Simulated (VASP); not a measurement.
# SnO2 (Pbcn) in VASP: single point with r2SCAN

Aim: the single point of SnO2 with r2SCAN.

Program: VASP 6.6.1. These are calculated values, not measurements. Logs are shortened: lines on timing, memory, paths and dates and some standing lists are left out, and cuts for length are marked.

### 1 The cell of the first run

It takes space group Pbcn (No. 60, orthorhombic). The conventional cell has a = 4.707 Å, b = 5.738 Å, c = 5.290 Å, α = 90.00°, β = 90.00°, γ = 90.00°. Sn (site symmetry 2) has 6 O at 2.04 to 2.10 Å within 2.7 Å. Within 2.7 Å of O (site symmetry 1) lie 3 Sn at 2.04 to 2.10 Å and 1 O at 2.63 Å.

### 2 Single point, r2SCAN

File POSCAR:

```
SnO2
1.0
    4.7074081783      0.0000000000      0.0000000000
    0.0000000000      5.7376232209      0.0000000000
    0.0000000000      0.0000000000      5.2904878260
Sn O
4 8
Direct
    0.5000000000      0.6633865144      0.7500000000
    0.0000000000      0.8366134856      0.2500000000
    0.5000000000      0.3366134856      0.2500000000
    0.0000000000      0.1633865144      0.7500000000
    0.7297161729      0.6086400679      0.0787966289
    0.2297161729      0.8913599321      0.9212033711
    0.7702838271      0.8913599321      0.5787966289
    0.2702838271      0.6086400679      0.4212033711
    0.7297161729      0.3913599321      0.5787966289
    0.2297161729      0.1086400679      0.4212033711
    0.7702838271      0.1086400679      0.0787966289
    0.2702838271      0.3913599321      0.9212033711
```

File INCAR.step1:

```
SYSTEM = SnO2
ALGO = Normal
EDIFF = 1E-4
ENCUT = 520
GGA = PE
ISMEAR = 0
LASPH = .True.
LCHARG = .False.
LREAL = .False.
LWAVE = .True.
NBANDS = 64
NELM = 60
PREC = Accurate
SIGMA = 0.02
```

File INCAR.step2:

```
SYSTEM = SnO2
ALGO = Normal
EDIFF = 1E-7
ENCUT = 520
ISIF = 2
ISMEAR = 0
ISTART = 1
LASPH = .True.
LCHARG = .True.
LELF = .True.
LMIXTAU = .True.
LREAL = .False.
LVHAR = .True.
LWAVE = .False.
METAGGA = R2SCAN
NBANDS = 64
NELM = 60
PREC = Accurate
SIGMA = 0.02
```

File KPOINTS:

```
k-points
0
Gamma
  6 6 6
  0 0 0
```

Potentials or basis: VASP PAW PBE potentials, release 64 (Sn_d, O).

On the command line:

```bash
$ cat potpaw_PBE.64/Sn_d/POTCAR potpaw_PBE.64/O/POTCAR > POTCAR
$ cp INCAR.step1 INCAR
$ mpirun -np 1 vasp_std > vasp.out
$ cp INCAR.step2 INCAR
$ mpirun -np 1 vasp_std > vasp.out
```

OUTCAR:

```text
SYSTEM = SnO2
   EDIFF = 1E-7
   ENCUT = 520
   ISIF = 2
   ISMEAR = 0
   ISTART = 1
   LASPH = .True.
   LREAL = .False.
   METAGGA = R2SCAN
   NELM = 60
   PREC = Accurate

 ion  position               nearest neighbor table
   1  0.500  0.663  0.750-   6 2.04   7 2.04   5 2.07   8 2.07   9 2.10  12 2.10   3 3.24   3 3.24
                             2 3.68   2 3.68   2 3.68   2 3.68   4 3.71   4 3.71   4 3.71   4 3.71
   2  0.000  0.837  0.250-   5 2.04   8 2.04   7 2.07   6 2.07  10 2.10  11 2.10   4 3.24   4 3.24
                             1 3.68   1 3.68   1 3.68   1 3.68   3 3.71   3 3.71   3 3.71   3 3.71
   3  0.500  0.337  0.250-  10 2.04  11 2.04   9 2.07  12 2.07   5 2.10   8 2.10   1 3.24   1 3.24
                             4 3.68   4 3.68   4 3.68   4 3.68   2 3.71   2 3.71   2 3.71   2 3.71
   4  0.000  0.163  0.750-   9 2.04  12 2.04  11 2.07  10 2.07   6 2.10   7 2.10   2 3.24   2 3.24
                             3 3.68   3 3.68   3 3.68   3 3.68   1 3.71   1 3.71   1 3.71   1 3.71
   5  0.730  0.609  0.079-   2 2.04   1 2.07   3 2.10
   6  0.230  0.891  0.921-   1 2.04   2 2.07   4 2.10
   7  0.770  0.891  0.579-   1 2.04   2 2.07   4 2.10
   8  0.270  0.609  0.421-   2 2.04   1 2.07   3 2.10
   9  0.730  0.391  0.579-   4 2.04   3 2.07   1 2.10
  10  0.230  0.109  0.421-   3 2.04   4 2.07   2 2.10
  11  0.770  0.109  0.079-   3 2.04   4 2.07   2 2.10
  12  0.270  0.391  0.921-   4 2.04   3 2.07   1 2.10

  LATTYP: Found a simple orthorhombic cell.
 ALAT       =     4.7074081783
 B/A-ratio  =     1.1238642636
 C/A-ratio  =     1.2188497372

  Lattice vectors:

 A1 = (  -4.7074081783,   0.0000000000,   0.0000000000)
 A2 = (   0.0000000000,   0.0000000000,   5.2904878260)
 A3 = (   0.0000000000,   5.7376232209,   0.0000000000)

Analysis of symmetry for initial positions (statically):
=====================================================================
 Subroutine PRICEL returns:
 Original cell was already a primitive cell.

 Routine SETGRP: Setting up the symmetry group for a
 simple orthorhombic supercell.

 Subroutine GETGRP returns: Found  8 space group operations
 (whereof  2 operations were pure point group operations)
 out of a pool of  8 trial point group operations.

The static configuration has the point symmetry S_2 .
 The point group associated with its full space group is D_2h.

Analysis of symmetry for dynamics (positions and initial velocities):
=====================================================================
 Subroutine PRICEL returns:
 Original cell was already a primitive cell.

 Routine SETGRP: Setting up the symmetry group for a
 simple orthorhombic supercell.

 Subroutine GETGRP returns: Found  8 space group operations
 (whereof  2 operations were pure point group operations)
 out of a pool of  8 trial point group operations.

The dynamic configuration has the point symmetry S_2 .
 The point group associated with its full space group is D_2h.

 Subroutine INISYM returns: Found  8 space group operations
 (whereof  2 operations are pure point group operations),
 and found     1 'primitive' translations

----------------------------------------------------------------------------------------

                                     Primitive cell

  volume of cell :     142.8926

  direct lattice vectors                    reciprocal lattice vectors
     4.707408178  0.000000000  0.000000000     0.212431122  0.000000000  0.000000000
     0.000000000  5.737623221  0.000000000     0.000000000  0.174288196  0.000000000
     0.000000000  0.000000000  5.290487826     0.000000000  0.000000000  0.189018486

  length of vectors
     4.707408178  5.737623221  5.290487826     0.212431122  0.174288196  0.189018486

  position of ions in fractional coordinates (direct lattice)
     0.500000000  0.663386514  0.750000000
     0.000000000  0.836613486  0.250000000
     0.500000000  0.336613486  0.250000000
     0.000000000  0.163386514  0.750000000
     0.729716173  0.608640068  0.078796629
     0.229716173  0.891359932  0.921203371
     0.770283827  0.891359932  0.578796629
     0.270283827  0.608640068  0.421203371
     0.729716173  0.391359932  0.578796629
     0.229716173  0.108640068  0.421203371
     0.770283827  0.108640068  0.078796629
     0.270283827  0.391359932  0.921203371

  ion indices of the primitive-cell ions
   primitive index   ion index
                 1           1
                 2           2
                 3           3
                 4           4
                 5           5
                 6           6
                 7           7
                 8           8
                 9           9
                10          10
                11          11
                12          12

----------------------------------------------------------------------------------------

 KPOINTS: k-points

Automatic generation of k-mesh.
 Grid dimensions read from file:
 generate k-points for:    6    6    6

 Generating k-lattice:

  Cartesian coordinates                     Fractional coordinates (reciprocal lattice)
     0.035405187  0.000000000  0.000000000     0.166666667  0.000000000  0.000000000
     0.000000000  0.029048033  0.000000000     0.000000000  0.166666667  0.000000000
     0.000000000  0.000000000  0.031503081     0.000000000  0.000000000  0.166666667

  Length of vectors
     0.035405187  0.029048033  0.031503081

  Shift w.r.t. Gamma in fractional coordinates (k-lattice)
     0.000000000  0.000000000  0.000000000

 Subroutine IBZKPT returns following result:
 ===========================================

 Found     64 irreducible k-points:

 Following reciprocal coordinates:
            Coordinates               Weight
  0.000000  0.000000  0.000000      1.000000
  0.166667  0.000000  0.000000      2.000000
  0.333333  0.000000  0.000000      2.000000
  0.500000  0.000000  0.000000      1.000000
  0.000000  0.166667  0.000000      2.000000
  0.166667  0.166667  0.000000      4.000000
[... 16 lines left out ...]
  0.333333  0.166667  0.166667      8.000000
  0.500000  0.166667  0.166667      4.000000
 [... further k-points ...]
   k-points           NKPTS =     64   k-points in BZ     NKDIM =     64   number of bands    NBANDS=     64
   number of dos      NEDOS =    301   number of ions     NIONS =     12
   total plane-waves  NPLWV =  69120
   dimension x,y,z NGX =    36 NGY =   48 NGZ =   40
   dimension x,y,z NGXF=    72 NGYF=   96 NGZF=   80
   ions per type =               4   8
   NGX,Y,Z   is equivalent  to a cutoff of  12.71, 13.91, 12.57 a.u.
   NGXF,Y,Z  is equivalent  to a cutoff of  25.43, 27.82, 25.14 a.u.
 SYSTEM =  SnO2
   PREC   = accura    normal or accurate (medium, high low for compatibility)
   ISTART =      1    job   : 0-new  1-cont  2-samecut
   ICHARG =      0    charge: 1-file 2-atom 10-const
   ISPIN  =      1    spin polarized calculation?
   LNONCOLLINEAR =      F non collinear calculations
   LSORBIT =      F    spin-orbit coupling
   LASPH  =      T    aspherical Exc in radial PAW
   ENCUT  =  520.0 eV  38.22 Ry    6.18 a.u.   8.75 10.67  9.84*2*pi/ulx,y,z
   NELM   =     60;   NELMIN=  2; NELMDL=  0     # of ELM steps
   EDIFF  = 0.1E-06   stopping-criterion for ELM
   LREAL  =      F    real-space projection
   EDIFFG = 0.1E-05   stopping-criterion for IOM
   NSW    =      0    number of steps for IOM
   IBRION =     -1    ionic relax: 0-MD 1-quasi-New 2-CG
   NFREE  =      0    steps in history (QN), initial steepest desc. (CG)
   ISIF   =      2    stress and relaxation
   ISYM   =      2    0-nonsym 1-usesym 2-fastsym
   POTIM  = 0.5000    time-step for ionic-motion
   TEBEG  =    0.0;   TEEND  =   0.0 temperature during run
   PSTRESS=    0.0 pullay stress
   NELECT =     104.0000    total number of electrons
   NUPDOWN=      -1.0000    fix difference up-down
   EMIN   =  10.00;   EMAX   =-10.00  energy-range for DOS
   EFERMI =   0.00;   METHOD = LEGACY
   ISMEAR =     0;   SIGMA  =   0.02  broadening in eV -4-tet -1-fermi 0-gaus
   EFERMI_NEDOS =   21; number of points for ismear=-14 and -15
   IALGO  =     38    algorithm
   IMIX   =      4    mixing-type and parameters
     AMIX     =   0.40;   BMIX     =  1.00
     AMIX_MAG =   1.60;   BMIX_MAG =  1.00
  volume/ion in A,a.u.               =      11.91        80.36
  Fermi-wavevector in a.u.,A,eV,Ry     =   1.472593  2.782797 29.504645  2.168530
  Thomas-Fermi vector in A             =   2.587589
   LORBIT       =      0    0 simple, 1 ext, 2 COOP (PROOUT), +10 PAW based schemes
   METAGGA = R2SCAN    functional components
   LHFCALC =     F    Hartree Fock is set to
   AEXX    =    0.0000 exact exchange contribution
   IVDW    =     0    specifies the selected vdW correction
   LEPSILON=     F    determine dielectric tensor
   LRPA    =     F    only Hartree local field effects (RPA)
 non-spin polarized calculation
 Gauss-broadening in eV      SIGMA  =   0.02
  energy-cutoff  :      520.00
  volume of cell :      142.89
 maximum number of plane-waves:      3884
 NGX is ok and might be reduce to    36
   NGX = 17   NGY = 21   NGZ = 19

 number of electron     103.9999990 magnetization

 Free energy of the ion-electron system (eV)
  ---------------------------------------------------
  ext. energy  EPLUGINS =         0.00000000
  ---------------------------------------------------
  free energy    TOTEN  =      -169.05123343 eV

  energy without entropy =     -169.05123343  energy(sigma->0) =     -169.05123343

 E-fermi :   5.5692     XC(G=0): -12.0899

 val. band max:        5.4431929934   @ k =   0.3333   0.0000   0.0000
 cond. band min:       7.4707208347   @ k =   0.0000   0.0000   0.0000
 fundamental gap:      2.0275278413
 Fermi energy:         5.5691674674

 k-point     1 :       0.0000    0.0000    0.0000
  band No.  band energies     occupation
      1     -15.8737      2.00000
      2     -15.7224      2.00000
      3     -15.6321      2.00000
      4     -15.2769      2.00000
      5     -15.1315      2.00000
      6     -14.8832      2.00000
[... 1597 lines left out ...]
     63      17.2532      0.00000
     64      17.2532      0.00000

 [... further k-points ...]
[... 5 lines left out ...]
  --------------------------------------------------------------------------------------
  -------------------------------------------------------------------------------------
  Total        0.8753801      0.9478657     -1.0326851      0.0000000      0.0000000      0.0000000
  in kB        9.8151663     10.6279081    -11.5789423      0.0000000      0.0000000      0.0000000
  external PRESSURE =       2.9547107 kB  Pullay stress =       0.0000000 kB

 VOLUME and BASIS-vectors are now :
 -----------------------------------------------------------------------------
  energy-cutoff  :      520.00
  volume of cell :      142.89
      direct lattice vectors                 reciprocal lattice vectors
     4.707408178  0.000000000  0.000000000     0.212431122  0.000000000  0.000000000
     0.000000000  5.737623221  0.000000000     0.000000000  0.174288196  0.000000000
     0.000000000  0.000000000  5.290487826     0.000000000  0.000000000  0.189018486

 POSITION                                       TOTAL-FORCE (eV/Angst)
 -----------------------------------------------------------------------------------
      2.35370      3.80626      3.96787        -0.000000      0.022456      0.000000
      0.00000      4.80017      1.32262        -0.000000     -0.022456      0.000000
      2.35370      1.93136      1.32262         0.000000     -0.022456      0.000000
      0.00000      0.93745      3.96787         0.000000      0.022456      0.000000
      3.43507      3.49215      0.41687         0.019027     -0.006070      0.003451
      1.08137      5.11429      4.87362         0.019027      0.006070     -0.003451
      3.62604      5.11429      3.06212        -0.019027      0.006070      0.003451
      1.27234      3.49215      2.22837        -0.019027     -0.006070     -0.003451
      3.43507      2.24548      3.06212         0.019027      0.006070      0.003451
      1.08137      0.62334      2.22837         0.019027     -0.006070     -0.003451
      3.62604      0.62334      0.41687        -0.019027     -0.006070      0.003451
      1.27234      2.24548      4.87362        -0.019027      0.006070     -0.003451
 -----------------------------------------------------------------------------------
    total drift:                               -0.000000      0.000000     -0.000000

  FREE ENERGIE OF THE ION-ELECTRON SYSTEM (eV)
  ---------------------------------------------------
  free  energy   TOTEN  =      -169.0512334283 eV

  energy  without entropy=     -169.0512334283  energy(sigma->0) =     -169.05123343
```

It took 14 min on 1 thread of Intel Xeon 6975P-C (Granite Rapids), shared host; peak memory 0.55 GiB.

Results:

- Free energy: -169.0512 eV
- Pressure: 0.3 GPa
- Largest force: 0.022 eV/Å
- Band gap on the k mesh: 2.03 eV (least direct gap 2.06 eV)

Forces in eV/Å, atoms in the order of the input:
```
Sn   0.000  0.022  0.000
Sn   0.000 -0.022  0.000
Sn   0.000 -0.022  0.000
Sn   0.000  0.022  0.000
O    0.019 -0.006  0.003
O    0.019  0.006 -0.003
O   -0.019  0.006  0.003
O   -0.019 -0.006 -0.003
O    0.019  0.006  0.003
O    0.019 -0.006 -0.003
O   -0.019 -0.006  0.003
O   -0.019  0.006 -0.003
```

Caveat: the PAW data sets were made with another functional, which shifts forces and pressure a little; spin-orbit coupling is left out, which moves the levels of the heavy elements. A k mesh can miss the band edges.
